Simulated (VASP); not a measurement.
# GaN (F-43m) in VASP: notebook, part 2 of 2

VASP 6.6.1. Earlier steps stand in the parts before.

## (3) Single point, r2SCAN

This run uses another cell than the first one: it holds 8 atoms, not 2.

Contents of POSCAR:

```
GaN
1.0
    4.4978735351      0.0000000000      0.0000000000
    0.0000000000     -4.4978735351      0.0000000000
    0.0000000000      0.0000000000     -4.4978735351
Ga N
4 4
Direct
    0.0000000000      0.0000000000      0.0000000000
    0.5000000000      0.5000000000      0.0000000000
    0.5000000000      0.0000000000      0.5000000000
    0.0000000000      0.5000000000      0.5000000000
    0.7500000000      0.7500000000      0.7500000000
    0.2500000000      0.2500000000      0.7500000000
    0.2500000000      0.7500000000      0.2500000000
    0.7500000000      0.2500000000      0.2500000000
```

Contents of INCAR.step1:

```
  PREC = Accurate
  ENCUT = 520
  ISMEAR = 0
  SIGMA = 0.05
  LREAL = False
  LASPH = True
  NELM = 80
  NBANDS = 46
  GGA = PE
  ALGO = Normal
  EDIFF = 1E-4
  LWAVE = True
  LCHARG = False
```

Contents of INCAR.step2:

```
  PREC = Accurate
  ENCUT = 520
  EDIFF = 1E-6
  ISMEAR = 0
  SIGMA = 0.05
  LREAL = False
  LASPH = True
  NELM = 80
  ALGO = Normal
  ISIF = 2
  LWAVE = False
  LCHARG = False
  METAGGA = R2SCAN
  LMIXTAU = True
  NBANDS = 46
  ISTART = 1
```

Contents of KPOINTS:

```
regular mesh
0
Gamma
  6 6 6
```

Potentials or basis: VASP PAW PBE potentials, release 64 (Ga_d, N).

The run is started by

```console
cat potpaw_PBE.64/Ga_d/POTCAR potpaw_PBE.64/N/POTCAR > POTCAR
cp INCAR.step1 INCAR
mpirun -np 1 vasp_std > vasp.out
cp INCAR.step2 INCAR
mpirun -np 1 vasp_std > vasp.out
```

OUTCAR:

```text
PREC = Accurate
   ENCUT = 520
   EDIFF = 1E-6
   ISMEAR = 0
   LREAL = False
   LASPH = True
   NELM = 80
   ISIF = 2
   METAGGA = R2SCAN
   ISTART = 1

 ion  position               nearest neighbor table
   1  0.000  0.000  0.000-   5 1.95   6 1.95   7 1.95   8 1.95
   2  0.500  0.500  0.000-   5 1.95   6 1.95   7 1.95   8 1.95
   3  0.500  0.000  0.500-   5 1.95   6 1.95   7 1.95   8 1.95
   4  0.000  0.500  0.500-   5 1.95   6 1.95   7 1.95   8 1.95
   5  0.750  0.750  0.750-   1 1.95   2 1.95   3 1.95   4 1.95
   6  0.250  0.250  0.750-   1 1.95   2 1.95   3 1.95   4 1.95
   7  0.250  0.750  0.250-   1 1.95   2 1.95   3 1.95   4 1.95
   8  0.750  0.250  0.250-   1 1.95   2 1.95   3 1.95   4 1.95

  LATTYP: Found a simple cubic cell.
 ALAT       =     4.4978735351

  Lattice vectors:

 A1 = (   4.4978735351,   0.0000000000,   0.0000000000)
 A2 = (   0.0000000000,  -4.4978735351,   0.0000000000)
 A3 = (   0.0000000000,   0.0000000000,  -4.4978735351)

Analysis of symmetry for initial positions (statically):
[... 192 lines left out ...]
 cond. band min:       7.2428957480   @ k =   0.0000   0.0000   0.0000
 fundamental gap:      2.1595716261
 Fermi energy:         5.3139984011

 k-point     1 :       0.0000    0.0000    0.0000
  band No.  band energies     occupation
      1     -11.6999      2.00000
      2     -10.4887      2.00000
      3     -10.4887      2.00000
      4     -10.4887      2.00000
      5      -8.7520      2.00000
      6      -8.7520      2.00000
[... 969 lines left out ...]
     45      16.1152      0.00000
     46      16.1152      0.00000

------------------------ aborting loop because EDIFF is reached ----------------------------------------

  FORCE on cell =-STRESS in cart. coord.  units (eV):
  Direction    XX          YY          ZZ          XY          YZ          ZX
  --------------------------------------------------------------------------------------
  -------------------------------------------------------------------------------------
  Total        0.5106748      0.5106748      0.5106748      0.0000000      0.0000000      0.0000000
  in kB        8.9915233      8.9915233      8.9915233      0.0000000      0.0000000      0.0000000
  external PRESSURE =       8.9915233 kB  Pullay stress =       0.0000000 kB

 VOLUME and BASIS-vectors are now :
 -----------------------------------------------------------------------------
  energy-cutoff  :      520.00
  volume of cell :       91.00
      direct lattice vectors                 reciprocal lattice vectors
     4.497873535  0.000000000  0.000000000     0.222327282  0.000000000  0.000000000
     0.000000000 -4.497873535  0.000000000     0.000000000 -0.222327282  0.000000000
     0.000000000  0.000000000 -4.497873535     0.000000000  0.000000000 -0.222327282

 POSITION                                       TOTAL-FORCE (eV/Angst)
 -----------------------------------------------------------------------------------
      0.00000      0.00000      0.00000        -0.000000      0.000000     -0.000000
      2.24894     -2.24894      0.00000         0.000000      0.000000      0.000000
      2.24894      0.00000     -2.24894         0.000000     -0.000000     -0.000000
      0.00000     -2.24894     -2.24894         0.000000     -0.000000      0.000000
      3.37341     -3.37341     -3.37341        -0.000000     -0.000000      0.000000
      1.12447     -1.12447     -3.37341        -0.000000     -0.000000      0.000000
      1.12447     -3.37341     -1.12447        -0.000000     -0.000000      0.000000
      3.37341     -1.12447     -1.12447        -0.000000      0.000000      0.000000
 -----------------------------------------------------------------------------------
    total drift:                                0.000000     -0.000000     -0.000000

  FREE ENERGIE OF THE ION-ELECTRON SYSTEM (eV)
  ---------------------------------------------------
  free  energy   TOTEN  =       -87.5872494291 eV

  energy  without entropy=      -87.5872494291  energy(sigma->0) =      -87.58724943
```

OSZICAR.step1:

```text
N       E                     dE             d eps       ncg     rms          rms(c)
DAV:   1     0.779173098594E+03    0.77917E+03   -0.33147E+04  2136   0.291E+03
DAV:   2     0.982783105705E+02   -0.68089E+03   -0.64451E+03  1896   0.697E+02
DAV:   3    -0.449835226848E+02   -0.14326E+03   -0.13956E+03  2114   0.216E+02
DAV:   4    -0.562649690312E+02   -0.11281E+02   -0.11175E+02  2434   0.624E+01
DAV:   5    -0.565846561343E+02   -0.31969E+00   -0.31905E+00  2206   0.112E+01    0.154E+01
DAV:   6    -0.482576234143E+02    0.83270E+01   -0.24180E+01  3300   0.552E+01    0.411E+00
DAV:   7    -0.485947730699E+02   -0.33715E+00   -0.43483E+00  2028   0.112E+01    0.383E+00
DAV:   8    -0.485895316348E+02    0.52414E-02   -0.47013E-01  2840   0.808E+00    0.109E+00
DAV:   9    -0.485509723684E+02    0.38559E-01   -0.17293E-01  2850   0.536E+00    0.341E-01
DAV:  10    -0.485528765836E+02   -0.19042E-02   -0.17181E-02  2164   0.823E-01    0.112E-01
DAV:  11    -0.485530851697E+02   -0.20859E-03   -0.13967E-03  2556   0.456E-01    0.567E-02
DAV:  12    -0.485530889212E+02   -0.37515E-05   -0.16736E-04  1544   0.100E-01
   1 F= -.48553089E+02 E0= -.48553089E+02  d E =-.167645E-14
```

Wall time 2 min (1 thread of Intel Xeon 6975P-C (Granite Rapids), shared host); peak memory 0.24 GiB.

What came out:

| Property | Result |
| --- | --- |
| Free energy | -87.5872 eV |
| Pressure | 0.9 GPa |
| Band gap on the k mesh | 2.16 eV |

Caveat: the PAW data sets were made with another functional, which shifts forces and pressure a little.

## (4) Single point, r2SCAN

Contents of POSCAR:

```
GaN
1.0
    0.0000000000      2.2489367673      2.2489367673
    2.2489367673      0.0000000000      2.2489367673
    2.2489367673      2.2489367673      0.0000000000
Ga N
1 1
Direct
    0.0000000000      0.0000000000      0.0000000000
    0.7500000000      0.7500000000      0.7500000000
```

Contents of INCAR.step1:

```
SYSTEM = GaN
PREC     = Accurate       ! precision mode
ENCUT    = 520            ! plane-wave cutoff, eV
ISMEAR   = 0              ! smearing method
SIGMA    = 0.05           ! smearing width, eV
LREAL    = .FALSE.        ! projectors in reciprocal space
LASPH    = .TRUE.         ! aspherical terms in the spheres
NELM     = 60             ! most SCF steps
NBANDS   = 16             ! bands
GGA      = PE             ! functional
ALGO     = Normal         ! electronic algorithm
EDIFF    = 1E-4           ! SCF threshold, eV
LWAVE    = .TRUE.         ! write WAVECAR
LCHARG   = .FALSE.        ! write CHGCAR
```

Contents of INCAR.step2:

```
SYSTEM = GaN
PREC     = Accurate       ! precision mode
ENCUT    = 520            ! plane-wave cutoff, eV
EDIFF    = 1E-6           ! SCF threshold, eV
ISMEAR   = 0              ! smearing method
SIGMA    = 0.05           ! smearing width, eV
LREAL    = .FALSE.        ! projectors in reciprocal space
LASPH    = .TRUE.         ! aspherical terms in the spheres
NELM     = 60             ! most SCF steps
ALGO     = Normal         ! electronic algorithm
ISIF     = 2              ! what is computed and relaxed
LWAVE    = .FALSE.        ! write WAVECAR
LCHARG   = .FALSE.        ! write CHGCAR
METAGGA  = R2SCAN         ! meta-GGA
LMIXTAU  = .TRUE.       
NBANDS   = 16             ! bands
ISTART   = 1
```

Contents of KPOINTS:

```
Automatic mesh
0
G
  10 10 10
  0 0 0
```

The run is started by

```console
cat potpaw_PBE.64/Ga_d/POTCAR potpaw_PBE.64/N/POTCAR > POTCAR
cp INCAR.step1 INCAR
mpirun -np 1 vasp_std > vasp.out
cp INCAR.step2 INCAR
mpirun -np 1 vasp_std > vasp.out
```

It took 47 s on 1 thread of Intel Xeon 8259CL, shared host; peak memory 0.15 GiB.

The run converged. Its results:

```
Free energy            : -21.8964 eV
Pressure               : 1.1 GPa
Band gap on the k mesh : 2.16 eV
```

Levels at points of the mesh, in eV from the valence-band top:
```tsv
k point	band 6	band 7	band 8	band 9	band 10	band 11	band 12	band 13
(0.00, 0.00, 0.00)	-13.48	0.00	0.00	0.00	2.16	11.04	11.04	11.04
(0.50, 0.00, 0.00)	-12.35	-7.20	-1.00	-1.00	5.21	9.47	11.03	11.03
(0.50, 0.50, 0.00)	-11.97	-6.24	-2.80	-2.80	3.77	7.28	12.63	15.01
```

Caveat: the PAW data sets were made with another functional, which shifts forces and pressure a little.

## (5) Single point, r2SCAN

POSCAR is that of step 4.

Contents of INCAR.step1:

```
  PREC = Accurate
  ENCUT = 520
  ISMEAR = 0
  SIGMA = 0.05
  LREAL = False
  LASPH = True
  NELM = 80
  NBANDS = 16
  GGA = PE
  ALGO = Normal
  EDIFF = 1E-4
  LWAVE = True
  LCHARG = False
```

Contents of INCAR.step2:

```
  PREC = Accurate
  ENCUT = 520
  EDIFF = 1E-6
  ISMEAR = 0
  SIGMA = 0.05
  LREAL = False
  LASPH = True
  NELM = 80
  ALGO = Normal
  ISIF = 2
  LWAVE = False
  LCHARG = True
  METAGGA = R2SCAN
  LMIXTAU = True
  LELF = True
  LVHAR = True
  NBANDS = 16
  ISTART = 1
```

Contents of KPOINTS:

```
regular mesh
0
Gamma
  12 12 12
```

The run is started by

```console
cat potpaw_PBE.64/Ga_d/POTCAR potpaw_PBE.64/N/POTCAR > POTCAR
cp INCAR.step1 INCAR
mpirun -np 1 vasp_std > vasp.out
cp INCAR.step2 INCAR
mpirun -np 1 vasp_std > vasp.out
```

It took 74 s on 1 thread of Intel Xeon 8259CL, shared host; peak memory 0.16 GiB.

The run converged. Its results:

```
Free energy            : -21.8964 eV
Pressure               : 1.1 GPa
Band gap on the k mesh : 2.16 eV
```

Levels at points of the mesh, in eV from the valence-band top:
```
           k point  band 7  band 8  band 9  band 10  band 11  band 12
(0.00, 0.00, 0.00)    0.00    0.00    0.00     2.16    11.04    11.04
(0.50, 0.00, 0.00)   -7.20   -1.00   -1.00     5.21     9.47    11.03
(0.50, 0.50, 0.00)   -6.24   -2.80   -2.80     3.77     7.28    12.63
```

Caveat: the PAW data sets were made with another functional, which shifts forces and pressure a little.

## (6) Single point, r2SCAN

This run uses another cell than the first one: it holds 8 atoms, not 2.

Contents of POSCAR:

```
GaN
1.0
    4.4978735345      0.0000000000      0.0000000000
    0.0000000000     -4.4978735345      0.0000000000
    0.0000000000      0.0000000000     -4.4978735345
Ga N
4 4
Direct
    0.0000000000      0.0000000000      0.0000000000
    0.5000000000      0.5000000000      0.0000000000
    0.5000000000      0.0000000000      0.5000000000
    0.0000000000      0.5000000000      0.5000000000
    0.7500000000      0.7500000000      0.7500000000
    0.2500000000      0.2500000000      0.7500000000
    0.2500000000      0.7500000000      0.2500000000
    0.7500000000      0.2500000000      0.2500000000
```

Contents of INCAR.step1:

```
SYSTEM = GaN
PREC     = Accurate       ! precision mode
ENCUT    = 520            ! plane-wave cutoff, eV
ISMEAR   = 0              ! smearing method
SIGMA    = 0.05           ! smearing width, eV
LREAL    = .False.        ! projectors in reciprocal space
LASPH    = .True.         ! aspherical terms in the spheres
NELM     = 60             ! most SCF steps
NBANDS   = 46             ! bands
GGA      = PE             ! functional
ALGO     = Normal         ! electronic algorithm
EDIFF    = 1E-4           ! SCF threshold, eV
LWAVE    = .True.         ! write WAVECAR
LCHARG   = .False.        ! write CHGCAR
```

Contents of INCAR.step2:

```
SYSTEM = GaN
PREC     = Accurate       ! precision mode
ENCUT    = 520            ! plane-wave cutoff, eV
EDIFF    = 1E-6           ! SCF threshold, eV
ISMEAR   = 0              ! smearing method
SIGMA    = 0.05           ! smearing width, eV
LREAL    = .False.        ! projectors in reciprocal space
LASPH    = .True.         ! aspherical terms in the spheres
NELM     = 60             ! most SCF steps
ALGO     = Normal         ! electronic algorithm
ISIF     = 2              ! what is computed and relaxed
LWAVE    = .False.        ! write WAVECAR
LCHARG   = .False.        ! write CHGCAR
METAGGA  = R2SCAN         ! meta-GGA
LMIXTAU  = .True.       
NBANDS   = 46             ! bands
ISTART   = 1
```

Contents of KPOINTS:

```
Automatic mesh
0
Gamma
  6 6 6
  0 0 0
```

Potentials or basis: VASP PAW PBE potentials, release 64 (Ga_d, N).

The run is started by

```console
cat potpaw_PBE.64/Ga_d/POTCAR potpaw_PBE.64/N/POTCAR > POTCAR
cp INCAR.step1 INCAR
mpirun -np 1 vasp_std > vasp.out
cp INCAR.step2 INCAR
mpirun -np 1 vasp_std > vasp.out
```

It took 6.5 min on 1 thread of Intel Xeon 8259CL, shared host; peak memory 0.25 GiB.

Results (log left out):

```yaml
Free_energy: -87.5872 eV
Pressure: 0.9 GPa
Band_gap_on_the_k_mesh: 2.16 eV
```

Levels at points of the mesh, in eV from the valence-band top:
```
           k point  band 33  band 34  band 35  band 36  band 37  band 38  band 39  band 40
(0.00, 0.00, 0.00)    -2.80     0.00     0.00     0.00     2.16     3.77     3.77     3.77
(0.50, 0.00, 0.00)    -1.54    -1.54    -1.54    -1.54     5.08     5.08     6.74     6.74
(0.50, 0.50, 0.00)    -1.07    -1.07    -1.07    -1.07     7.11     7.11     7.11     7.11
(0.50, 0.50, 0.50)    -1.00    -1.00    -1.00    -1.00     5.21     5.21     5.21     5.21
```

Caveat: the PAW data sets were made with another functional, which shifts forces and pressure a little.

## (7) Overview

```tsv
cell	k mesh	gap on the mesh (eV)	pressure (GPa)
a = 3.180 Å, angles 60.0°, 2 atoms, atomic positions A	8 × 8 × 8	2.16	1.1
a = 4.498 Å, 8 atoms, atomic positions B	6 × 6 × 6	2.16	0.9
a = 3.180 Å, angles 60.0°, 2 atoms, atomic positions A	10 × 10 × 10	2.16	1.1
a = 3.180 Å, angles 60.0°, 2 atoms, atomic positions A	12 × 12 × 12	2.16	1.1
```

Alike in all rows: task single point; level r2SCAN; potentials or basis VASP PAW PBE potentials, release 64 (Ga_d, N); no spin polarisation; cutoff (eV) 520; smearing gaussian 0.05 eV.

Caveats: the PAW data sets were made with another functional, which shifts forces and pressure a little.

Total energies depend on the potentials used, so only differences within one code and one set of settings carry meaning.
